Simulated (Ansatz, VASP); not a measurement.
# One calculation of CdSe, two programs

```
Cd Se
1.0
     0.00000    2.88010    2.88010
     2.88010    0.00000    2.88010
     2.88010    2.88010    0.00000
Cd Se
1 1
Direct
  0.00000 0.00000 0.00000
  0.50000 0.50000 0.50000
```

Alike in both runs: task single point; functional r2SCAN; k mesh 10 × 10 × 10; occupations gaussian, width 0.05 eV; no spin polarisation.

```csv
,VASP,Ansatz
version,VASP 6.6.1,Ansatz 0.2.0
potentials or method,"VASP PAW PBE potentials, release 64 (Cd, Se), cutoff 520 eV","scalar-relativistic, plane waves, PAW"
valence electrons in the cell,18,36
```

Ansatz gave:

```
pressure (GPa) : -2.5
```

Problem. Which values does VASP return?

Solution. Pressure (GPa): -2.2.

VASP's potentials were made for PBE, not for r2SCAN. VASP's potentials hold 18 valence electrons a cell and Ansatz's 36, so a difference there can come from the potentials and not from the codes.
